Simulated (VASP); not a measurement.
CuSi16 (a cell with a defect), 17 atoms in the cell. The cell holds a defect, 17 atoms: a = 7.679 Å, b = 7.679 Å, c = 7.679 Å, α = 60.00°, β = 60.00°, γ = 60.00°. 

```yaml
Program: VASP 6.6.1
Task: single point
Functional: PBE
Potentials_or_basis: VASP PAW PBE potentials, release 64 (Si, Cu)
Cutoff: 520 eV
k_mesh: 2 × 2 × 2
Occupations: gaussian, width 0.05 eV
Spin: no spin polarisation
Dipole_correction: no
Charge: 1
Further_INCAR_settings: LREAL = Auto; ALGO = Normal; EDIFF = 1e-06; NBANDS = 52; NELECT = 74.0
```

Potentials or basis: VASP PAW PBE potentials, release 64 (Si, Cu).

Run with:

```console
$ cat potpaw_PBE.64/Si/POTCAR potpaw_PBE.64/Cu/POTCAR > POTCAR
$ mpirun -np 1 vasp_std > vasp.out
```

Hardware: 1 thread of Intel Xeon 8259CL, on a shared host.

Task: Estimate the wall time of this run.

Result: Run time: 13 min on 1 thread of Intel Xeon 8259CL, with other jobs on the host, peak memory 0.5 GiB. Counts: scf iterations 21, k points 8.
